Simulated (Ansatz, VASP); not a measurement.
## One calculation of LiCl, two programs

```xyz
2
Lattice="3.4340 0.0000 0.0000 0.0000 3.4340 0.0000 0.0000 0.0000 3.2711" Properties=species:S:1:pos:R:3 pbc="T T T"
Li    0.0000    0.0000    0.0000
Cl    1.7170    1.7170    1.6356
```

Change from the starting cell: biaxial_xy strain +5.0%.

Alike in both runs: task single point; functional HSE06; k mesh 6 × 6 × 6; no spin polarisation.

|  | VASP | Ansatz |
| --- | --- | --- |
| version | VASP 6.6.1 | Ansatz 0.2.0 |
| potentials or method | VASP PAW PBE potentials, release 64 (Li_sv, Cl) | plane waves, PAW |
| plane-wave cutoff (eV) | 520 | 420 |
| occupations | gaussian, width 0.01 eV | fixed |
| valence electrons in the cell | 10 | 10 |

VASP gave:

```
gap on the k mesh at the Fermi level (eV) : 5.05
```

Problem. Estimate Ansatz's values.

Solution. gap on the k mesh at the Fermi level (eV): 5.04.

Ansatz's warnings: stress exchange threshold loose, stress scf threshold loose.

Noted on VASP's run: the cutoff is under 1.25 times that of the potentials, so the pressure is a little rough.
